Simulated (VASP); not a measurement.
CdF2, 3 atoms in the cell. Symmetry: Immm, No. 71, orthorhombic system. The conventional cell has a = 3.715 Å, b = 3.905 Å, c = 5.388 Å, α = 90.00°, β = 90.00°, γ = 90.00°. Within 3.0 Å of Cd (site symmetry mmm) lie 8 F at 2.30 to 2.36 Å. Within 3.0 Å of F (site symmetry mm2) lie 4 Cd at 2.30 to 2.36 Å and 6 F at 2.66 to 2.72 Å.  This cell differs from its parent crystal: shear xy strain -5.0%.

| Item | Value |
| --- | --- |
| Program | VASP 6.6.1 |
| Task | single point |
| Functional | r2SCAN |
| Potentials or basis | VASP PAW PBE potentials, release 64 (Cd_sv_GW, F) |
| Cutoff | 660 eV |
| k mesh | 8 × 8 × 8 |
| Occupations | gaussian, width 0.01 eV |
| Spin | no spin polarisation |
| Dipole correction | no |
| Further INCAR settings | ALGO = Normal; EDIFF = 1e-06; NBANDS = 24 |

Potentials or basis: VASP PAW PBE potentials, release 64 (Cd_sv_GW, F).

Run with:

```console
$ cat potpaw_PBE.64/Cd_sv_GW/POTCAR potpaw_PBE.64/F/POTCAR > POTCAR
$ cp INCAR.step1 INCAR
$ mpirun -np 1 vasp_std > vasp.out
$ cp INCAR.step2 INCAR
$ mpirun -np 1 vasp_std > vasp.out
```

Hardware: 1 thread of Intel(R) Xeon(R) Platinum 8375C CPU @ 2.90GHz (Ice Lake), on a shared host.

**Question.** Estimate the wall time of this run.

**Answer.** Run time: 4.1 min on 1 thread of Intel(R) Xeon(R) Platinum 8375C CPU @ 2.90GHz (Ice Lake), with other jobs on the host, peak memory 0.29 GiB. Counts: k points 95.
